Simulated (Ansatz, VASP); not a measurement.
TiAl3 in VASP and in Ansatz

```
Ti Al
1.0
    -1.88944    1.88944    4.24179
     1.88944   -1.88944    4.24179
     1.88944    1.88944   -4.24179
Ti Al
1 3
Direct
  0.00000 0.00000 0.00000
  0.50000 0.50000 0.00000
  0.75000 0.25000 0.50000
  0.25000 0.75000 0.50000
```

Alike in both runs: functional LDA; k mesh 14 × 14 × 14; occupations gaussian, width 0.1 eV; no spin polarisation.

Ansatz relaxed the structure, and its values are those at the end. VASP's run is a single point on that final structure, the one shown.

```csv
,VASP,Ansatz
version,VASP 6.6.1,Ansatz 0.2.0
potentials or method,"VASP PAW LDA potentials, release 64 (Ti_sv, Al), cutoff 520 eV","scalar-relativistic, plane waves, PAW"
valence electrons in the cell,21,21
```

```tsv
	VASP	Ansatz	Ansatz less VASP
gap on the k mesh at the Fermi level (eV)	none	none	-
pressure (GPa)	0.2	0.0	-0.18
```

Ansatz warns that its potentials were made for another functional, while VASP's fit it. LDA's correlation is that of Perdew and Zunger in VASP and of Perdew and Wang (1992) in Ansatz. A gap of «none» marks a metal or a gap that the smearing closes.
